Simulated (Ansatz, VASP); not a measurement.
# TaN: VASP beside Ansatz

INCAR

```
  PREC = Accurate
  ENCUT = 520
  EDIFF = 1E-7
  ISMEAR = 0
  SIGMA = 0.15
  LREAL = False
  LASPH = True
  NELM = 100
  ALGO = Normal
  ISIF = 2
  LWAVE = False
  LCHARG = True
  GGA = PS
  LELF = True
  LVHAR = True
  NBANDS = 33
```

File KPOINTS:

```
Automatic mesh
0
Gamma
  12 12 18
```

File POSCAR:

```
TaN
1.0
    5.4948421262      0.0000000000      0.0000000000
   -2.7474210631      4.7586728711      0.0000000000
    0.0000000000      0.0000000000      2.6054386550
Ta N
3 3
Direct
    0.0000000000      0.0000000000      0.0000000000
    0.3333333333      0.6666666667      0.5000000000
    0.6666666667      0.3333333333      0.5000000000
    0.5000000000      0.0000000000      0.0000000000
    0.5000000000      0.5000000000      0.0000000000
    0.0000000000      0.5000000000      0.0000000000
```

Input for Ansatz:

```yaml
crystal:
  lattice:
    - [5.4948421262, 0.0, 0.0]
    - [-2.7474210631, 4.7586728711, 0.0]
    - [0.0, 0.0, 2.605438655]
  atoms:
    - { symbol: Ta, position: [0.0, 0.0, 0.0] }
    - { symbol: Ta, position: [0.3333333333, 0.6666666667, 0.5] }
    - { symbol: Ta, position: [0.6666666667, 0.3333333333, 0.5] }
    - { symbol: "N", position: [0.5, 0.0, 0.0] }
    - { symbol: "N", position: [0.5, 0.5, 0.0] }
    - { symbol: "N", position: [0.0, 0.5, 0.0] }
basis:
  ecutwfc: 420
kpoints:
  mp_grid: { grid: [12, 12, 18] }
hamiltonian:
  xc: pbesol
scf:
  occupations: { method: gaussian, width: 0.15 }
output:
  forces: true
  stress: true
  eigenvalues: true
```

Alike in both runs: task single point; functional PBEsol; k mesh 12 × 12 × 18; occupations gaussian, width 0.15 eV; no spin polarisation.

|  | VASP | Ansatz |
| --- | --- | --- |
| version | VASP 6.6.1 | Ansatz 0.2.0 |
| potentials or method | VASP PAW PBE potentials, release 64 (Ta_pv, N), cutoff 520 eV | scalar-relativistic, plane waves, PAW |
| valence electrons in the cell | 48 | 54 |

VASP gave:

- gap on the k mesh at the Fermi level (eV): none
- pressure (GPa): 20.2
- traceless stress, the component that is largest in VASP (GPa): 58.45

Question: What did Ansatz give for the same quantities?

Answer: gap on the k mesh at the Fermi level (eV): none; pressure (GPa): 19.0; traceless stress, the component that is largest in VASP (GPa): 58.07.

VASP's potentials were made for PBE, not for PBEsol. A gap of «none» marks a metal or a gap that the smearing closes. VASP's potentials hold 48 valence electrons a cell and Ansatz's 54, so a difference there can come from the potentials and not from the codes.

Spin-orbit coupling is off throughout.
